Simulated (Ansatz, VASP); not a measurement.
## SiC in VASP and in Ansatz

```
Si C
1.0
     0.00000    2.19000    2.19000
     2.19000    0.00000    2.19000
     2.19000    2.19000    0.00000
Si C
1 1
Direct
  0.00488 0.99512 0.99512
  0.23858 0.26142 0.26142
```

Alike in both runs: task single point; functional PBE; k mesh 6 × 6 × 6; no spin polarisation.

|  | VASP | Ansatz |
| --- | --- | --- |
| version | VASP 6.6.1 | Ansatz 0.2 development build |
| potentials or method | VASP PAW PBE potentials, release 64 (Si, C), cutoff 600 eV | all-electron full-potential LAPW, scalar-relativistic |
| occupations | gaussian, width 0.01 eV | fixed |

```tsv
	VASP	Ansatz	Ansatz less VASP
gap on the k mesh at the Fermi level (eV)	1.03	1.03	0.000
pressure (GPa)	0.4	0.6	+0.19
traceless stress, the component that is largest in VASP (GPa)	-4.08	-4.08	+0.001
rms of the force components (eV/Å)	0.761	0.760	-0.0004
```

Atom by atom the forces differ by 0.000 eV/Å (rms over components). Ansatz ran all-electron here, and VASP with PAW potentials.
